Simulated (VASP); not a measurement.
# GaSb (I-4m2) in VASP: a series of runs

The runs below take GaSb through single point, with LDA.

Everything below comes from runs of VASP 6.6.1. Logs are shortened: lines on timing, memory, paths and dates and some standing lists are left out, and cuts for length are marked.

### 1 The cell of the first run

The structure is tetragonal, space group I-4m2 (No. 119). Conventional cell: a = 5.650 Å, b = 5.650 Å, c = 3.180 Å, α = 90.00°, β = 90.00°, γ = 90.00°. Ga (site symmetry -4m2) has 8 Sb at 2.93 to 3.70 Å and 2 Ga at 3.18 Å within 3.9 Å. Sb (site symmetry -4m2) has 8 Ga at 2.93 to 3.70 Å and 2 Sb at 3.18 Å within 3.9 Å.

### 2 Single point, LDA

INCAR

```
SYSTEM = GaSb
PREC     = Accurate       ! precision mode
ENCUT    = 520            ! plane-wave cutoff, eV
EDIFF    = 1E-7           ! SCF threshold, eV
ISMEAR   = 0              ! smearing method
SIGMA    = 0.15           ! smearing width, eV
LREAL    = .FALSE.        ! projectors in reciprocal space
LASPH    = .TRUE.         ! aspherical terms in the spheres
NELM     = 100            ! most SCF steps
ALGO     = Normal         ! electronic algorithm
ISIF     = 2              ! what is computed and relaxed
LWAVE    = .FALSE.        ! write WAVECAR
LCHARG   = .TRUE.         ! write CHGCAR
LELF     = .TRUE.         ! ELF
LVHAR    = .TRUE.       
NBANDS   = 16             ! bands
```

KPOINTS

```
Automatic mesh
0
G
  16 16 16
  0 0 0
```

POSCAR

```
GaSb
1.0
   -2.8248500000      2.8248500000      1.5899500000
    2.8248500000     -2.8248500000      1.5899500000
    2.8248500000      2.8248500000     -1.5899500000
Ga Sb
1 1
Direct
    0.2500000000      0.7500000000      0.5000000000
    0.0000000000      0.0000000000      0.0000000000
```

Potentials or basis: VASP PAW LDA potentials, release 64 (Ga_d, Sb).

Started as:

```sh
cat potpaw_LDA.64/Ga_d/POTCAR potpaw_LDA.64/Sb/POTCAR > POTCAR
mpirun -np 1 vasp_std > vasp.out
```

OUTCAR:

```text
SYSTEM = GaSb
   PREC = Accurate
   ENCUT = 520
   EDIFF = 1E-7
   ISMEAR = 0
   LREAL = .FALSE.
   LASPH = .TRUE.
   NELM = 100
   ISIF = 2

 ion  position               nearest neighbor table
   1  0.250  0.750  0.500-   2 2.93   2 2.93   2 2.93   2 2.93
   2  0.000  0.000  0.000-   1 2.93   1 2.93   1 2.93   1 2.93

  LATTYP: Found a body centered tetragonal cell.
 ALAT       =     5.6497000000
 C/A-ratio  =     0.5628440448

  Lattice vectors:

 A1 = (  -2.8248500000,   2.8248500000,   1.5899500000)
 A2 = (   2.8248500000,  -2.8248500000,   1.5899500000)
 A3 = (   2.8248500000,   2.8248500000,  -1.5899500000)

Analysis of symmetry for initial positions (statically):
=====================================================================
 Subroutine PRICEL returns:
 Original cell was already a primitive cell.

 Routine SETGRP: Setting up the symmetry group for a
 body centered tetragonal supercell.

 Subroutine GETGRP returns: Found  8 space group operations
 (whereof  8 operations were pure point group operations)
 out of a pool of 16 trial point group operations.

The static configuration has the point symmetry D_2d.

Analysis of symmetry for dynamics (positions and initial velocities):
=====================================================================
 Subroutine PRICEL returns:
 Original cell was already a primitive cell.

 Routine SETGRP: Setting up the symmetry group for a
 body centered tetragonal supercell.

 Subroutine GETGRP returns: Found  8 space group operations
 (whereof  8 operations were pure point group operations)
 out of a pool of 16 trial point group operations.

The dynamic configuration has the point symmetry D_2d.

 Subroutine INISYM returns: Found  8 space group operations
 (whereof  8 operations are pure point group operations),
 and found     1 'primitive' translations

----------------------------------------------------------------------------------------

                                     Primitive cell

  volume of cell :      50.7498

  direct lattice vectors                    reciprocal lattice vectors
    -2.824850000  2.824850000  1.589950000     0.000000000  0.177000549  0.314475298
     2.824850000 -2.824850000  1.589950000     0.177000549  0.000000000  0.314475298
     2.824850000  2.824850000 -1.589950000     0.177000549  0.177000549  0.000000000

  length of vectors
     4.299708833  4.299708833  4.299708833     0.360865497  0.360865497  0.250316577

  position of ions in fractional coordinates (direct lattice)
     0.250000000  0.750000000  0.500000000
     0.000000000  0.000000000  0.000000000

  ion indices of the primitive-cell ions
   primitive index   ion index
                 1           1
                 2           2

----------------------------------------------------------------------------------------

 KPOINTS: Automatic mesh

Automatic generation of k-mesh.
 Grid dimensions read from file:
 generate k-points for:   16   16   16

 Generating k-lattice:

  Cartesian coordinates                     Fractional coordinates (reciprocal lattice)
     0.000000000  0.011062534  0.019654706     0.062500000  0.000000000  0.000000000
     0.011062534  0.000000000  0.019654706     0.000000000  0.062500000  0.000000000
     0.011062534  0.011062534  0.000000000     0.000000000  0.000000000  0.062500000

  Length of vectors
     0.022554094  0.022554094  0.015644786

  Shift w.r.t. Gamma in fractional coordinates (k-lattice)
     0.000000000  0.000000000  0.000000000

 Subroutine IBZKPT returns following result:
 ===========================================

 Found    349 irreducible k-points:

 Following reciprocal coordinates:
            Coordinates               Weight
  0.000000  0.000000  0.000000      1.000000
  0.062500 -0.000000  0.000000      8.000000
  0.125000 -0.000000  0.000000      8.000000
  0.187500 -0.000000  0.000000      8.000000
  0.250000 -0.000000  0.000000      8.000000
  0.312500 -0.000000  0.000000      8.000000
[... 16 lines left out ...]
 -0.125000  0.062500 -0.000000     16.000000
 -0.062500  0.062500  0.000000      4.000000
 [... further k-points ...]
   k-points           NKPTS =    349   k-points in BZ     NKDIM =    349   number of bands    NBANDS=     16
   number of dos      NEDOS =    301   number of ions     NIONS =      2
   total plane-waves  NPLWV =  32768
   dimension x,y,z NGX =    32 NGY =   32 NGZ =   32
   dimension x,y,z NGXF=    64 NGYF=   64 NGZF=   64
   ions per type =               1   1
   NGX,Y,Z   is equivalent  to a cutoff of  12.37, 12.37, 12.37 a.u.
   NGXF,Y,Z  is equivalent  to a cutoff of  24.75, 24.75, 24.75 a.u.
 SYSTEM =  GaSb
   PREC   = accura    normal or accurate (medium, high low for compatibility)
   ISTART =      0    job   : 0-new  1-cont  2-samecut
   ICHARG =      2    charge: 1-file 2-atom 10-const
   ISPIN  =      1    spin polarized calculation?
   LNONCOLLINEAR =      F non collinear calculations
   LSORBIT =      F    spin-orbit coupling
   LASPH  =      T    aspherical Exc in radial PAW
   ENCUT  =  520.0 eV  38.22 Ry    6.18 a.u.   7.99  7.99  7.99*2*pi/ulx,y,z
   NELM   =    100;   NELMIN=  2; NELMDL= -5     # of ELM steps
   EDIFF  = 0.1E-06   stopping-criterion for ELM
   LREAL  =      F    real-space projection
   EDIFFG = 0.1E-05   stopping-criterion for IOM
   NSW    =      0    number of steps for IOM
   IBRION =     -1    ionic relax: 0-MD 1-quasi-New 2-CG
   NFREE  =      0    steps in history (QN), initial steepest desc. (CG)
   ISIF   =      2    stress and relaxation
   ISYM   =      2    0-nonsym 1-usesym 2-fastsym
   POTIM  = 0.5000    time-step for ionic-motion
   TEBEG  =    0.0;   TEEND  =   0.0 temperature during run
   PSTRESS=    0.0 pullay stress
   NELECT =      18.0000    total number of electrons
   NUPDOWN=      -1.0000    fix difference up-down
   EMIN   =  10.00;   EMAX   =-10.00  energy-range for DOS
   EFERMI =   0.00;   METHOD = LEGACY
   ISMEAR =     0;   SIGMA  =   0.15  broadening in eV -4-tet -1-fermi 0-gaus
   EFERMI_NEDOS =   21; number of points for ismear=-14 and -15
   IALGO  =     38    algorithm
   IMIX   =      4    mixing-type and parameters
     AMIX     =   0.40;   BMIX     =  1.00
     AMIX_MAG =   1.60;   BMIX_MAG =  1.00
  volume/ion in A,a.u.               =      25.37       171.24
  Fermi-wavevector in a.u.,A,eV,Ry     =   1.158833  2.189877 18.271186  1.342894
  Thomas-Fermi vector in A             =   2.295432
   LORBIT       =      0    0 simple, 1 ext, 2 COOP (PROOUT), +10 PAW based schemes
   GGA     = CA    functional components
   LHFCALC =     F    Hartree Fock is set to
   AEXX    =    0.0000 exact exchange contribution
   IVDW    =     0    specifies the selected vdW correction
   LEPSILON=     F    determine dielectric tensor
   LRPA    =     F    only Hartree local field effects (RPA)
 non-spin polarized calculation
 Gauss-broadening in eV      SIGMA  =   0.15
  energy-cutoff  :      520.00
  volume of cell :       50.75
 maximum number of plane-waves:      1394
   NGX = 15   NGY = 15   NGZ = 15

 number of electron      17.9999998 magnetization

 Free energy of the ion-electron system (eV)
  ---------------------------------------------------
  ext. energy  EPLUGINS =         0.00000000
  ---------------------------------------------------
  free energy    TOTEN  =        -8.24797611 eV

  energy without entropy =       -8.23814170  energy(sigma->0) =       -8.24305890

 E-fermi :   5.7990     XC(G=0): -10.2295

 val. band max:        5.7856860210   @ k =  -0.2500  -0.3125   0.0625
 cond. band min:       5.8003587029   @ k =   0.4375   0.4375   0.0625
 fundamental gap:      0.0146726819
 Fermi energy:         5.7989963163

 k-point     1 :       0.0000    0.0000    0.0000
  band No.  band energies     occupation
      1      -9.1672      2.00000
      2      -9.0813      2.00000
      3      -9.0740      2.00000
      4      -9.0563      2.00000
      5      -9.0563      2.00000
      6      -5.7866      2.00000
[... 8 lines left out ...]
     15      15.4615      0.00000
     16      15.9511      0.00000

 k-point     2 :       0.0625   -0.0000    0.0000
  band No.  band energies     occupation
      1      -9.1622      2.00000
      2      -9.0816      2.00000
      3      -9.0733      2.00000
      4      -9.0583      2.00000
      5      -9.0583      2.00000
      6      -5.7142      2.00000
[... 8 lines left out ...]
     15      15.6786      0.00000
     16      16.0109      0.00000

 k-point     3 :       0.1250   -0.0000    0.0000
  band No.  band energies     occupation
      1      -9.1480      2.00000
      2      -9.0825      2.00000
      3      -9.0716      2.00000
      4      -9.0641      2.00000
      5      -9.0638      2.00000
      6      -5.4976      2.00000
[... 8 lines left out ...]
     15      14.7941      0.00000
     16      15.2351      0.00000

 k-point     4 :       0.1875   -0.0000    0.0000
  band No.  band energies     occupation
      1      -9.1269      2.00000
      2      -9.0842      2.00000
      3      -9.0744      2.00000
      4      -9.0724      2.00000
      5      -9.0668      2.00000
      6      -5.1393      2.00000
[... 8 lines left out ...]
     15      13.9775      0.00000
     16      14.9433      0.00000
[... 324 lines left out ...]
 k-point    22 :      -0.1875    0.0625   -0.0000
  band No.  band energies     occupation
      1      -9.1474      2.00000
      2      -9.0842      2.00000
      3      -9.0710      2.00000
      4      -9.0641      2.00000
      5      -9.0630      2.00000
      6      -5.4047      2.00000
[... 8 lines left out ...]
     15      14.9166      0.00000
     16      15.2037      0.00000

 k-point    23 :      -0.1250    0.0625   -0.0000
  band No.  band energies     occupation
      1      -9.1617      2.00000
      2      -9.0827      2.00000
      3      -9.0726      2.00000
      4      -9.0584      2.00000
      5      -9.0578      2.00000
      6      -5.6518      2.00000
[... 8 lines left out ...]
     15      15.5970      0.00000
     16      15.8497      0.00000

 k-point    24 :      -0.0625    0.0625    0.0000
  band No.  band energies     occupation
      1      -9.1669      2.00000
      2      -9.0819      2.00000
      3      -9.0736      2.00000
      4      -9.0563      2.00000
      5      -9.0560      2.00000
      6      -5.7553      2.00000
[... 8 lines left out ...]
     15      15.3792      0.00000
     16      16.0776      0.00000

 [... further k-points ...]
[... 5 lines left out ...]
  --------------------------------------------------------------------------------------
  -------------------------------------------------------------------------------------
  Total       -2.0671289     -2.0671289     -1.7167494      0.0000000      0.0000000      0.0000000
  in kB      -65.2595248    -65.2595248    -54.1979990      0.0000000      0.0000000      0.0000000
  external PRESSURE =     -61.5723496 kB  Pullay stress =       0.0000000 kB

 VOLUME and BASIS-vectors are now :
 -----------------------------------------------------------------------------
  energy-cutoff  :      520.00
  volume of cell :       50.75
      direct lattice vectors                 reciprocal lattice vectors
    -2.824850000  2.824850000  1.589950000     0.000000000  0.177000549  0.314475298
     2.824850000 -2.824850000  1.589950000     0.177000549  0.000000000  0.314475298
     2.824850000  2.824850000 -1.589950000     0.177000549  0.177000549  0.000000000

 POSITION                                       TOTAL-FORCE (eV/Angst)
 -----------------------------------------------------------------------------------
      2.82485     -0.00000      0.79497         0.000000     -0.000000     -0.000000
      0.00000      0.00000      0.00000        -0.000000      0.000000      0.000000
 -----------------------------------------------------------------------------------
    total drift:                                0.000000     -0.000000     -0.000000

  FREE ENERGIE OF THE ION-ELECTRON SYSTEM (eV)
  ---------------------------------------------------
  free  energy   TOTEN  =        -8.2479761083 eV

  energy  without entropy=       -8.2381416991  energy(sigma->0) =       -8.24305890
```

Wall time 3.1 min (1 thread of Intel Xeon 8259CL, shared host); peak memory 0.4 GiB.

Results:

- Free energy: -8.2480 eV
- Pressure: -6.2 GPa
- Band gap on the k mesh: zero (bands 9 and 10 overlap by 4.40 eV)

Stress tensor (GPa, compression positive):
```
-6.53  0.00  0.00
 0.00 -6.53  0.00
 0.00  0.00 -5.42
```

Levels at points of the mesh, in eV from the Fermi level:
```csv
k point,band 6,band 7,band 8,band 9,band 10,band 11,band 12,band 13
"(0.00, 0.00, 0.00)",-11.59,-3.40,-1.80,-1.80,3.51,4.98,6.63,6.63
"(0.50, 0.00, 0.00)",-8.12,-5.30,-2.50,-1.25,-1.09,2.56,3.05,4.82
"(0.50, 0.50, 0.00)",-10.29,-7.74,-0.09,1.74,1.75,2.10,4.59,6.68
"(0.50, 0.50, 0.50)",-9.34,-5.90,-4.63,-4.63,3.68,5.25,9.46,9.46
```

Caveat: the cell stands under tension; spin-orbit coupling is left out, which moves the levels of the heavy elements.

(Continued in part 2 of 2.)
